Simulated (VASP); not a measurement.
A run of VASP 6.6.1 is set up as follows.

The input INCAR:

```
SYSTEM = Al
ALGO = Fast
EDIFF = 1E-7
ENCUT = 520
GGA = PE
ISIF = 2
ISMEAR = 0
LASPH = .True.
LCHARG = .False.
LREAL = .False.
LWAVE = .False.
NBANDS = 14
NELM = 100
PREC = Accurate
SIGMA = 0.1
```

The input KPOINTS:

```
k-points
0
Gamma
  16 16 6
  0 0 0
```

Contents of POSCAR:

```
Al
1.0
    2.9145750581      0.1568462333      0.0000000000
   -1.3214547065      2.2888335123      0.0000000000
    0.0000000000      0.0000000000      8.4051836591
Al
4
Direct
    0.0046512726      0.0023256363      0.0160670934
    0.2667962650      0.6333981375      0.2500000000
    0.0046512726      0.0023256363      0.4839329066
    0.7239011897      0.3619505899      0.7500000000
```

Potentials or basis: VASP PAW PBE potentials, release 64 (Al).

The run is started by

```bash
$ cat potpaw_PBE.64/Al/POTCAR > POTCAR
$ mpirun -np 1 vasp_std > vasp.out
```

(1) What does it give for the band gap on the k mesh?

(2) What does it give for the largest force?

(3) What does it give for the pressure?

Answers

(1) zero (band 6 reaches 15.06 eV, above the bottom of band 7 at 7.47 eV).

(2) 1.691 eV/Å.

(3) 19.5 GPa.

Caveat: the cell differs from its parent crystal (strained and its atoms moved); forces of over 1 eV/Å act on the atoms, so gaps and moduli don't describe the material at rest.
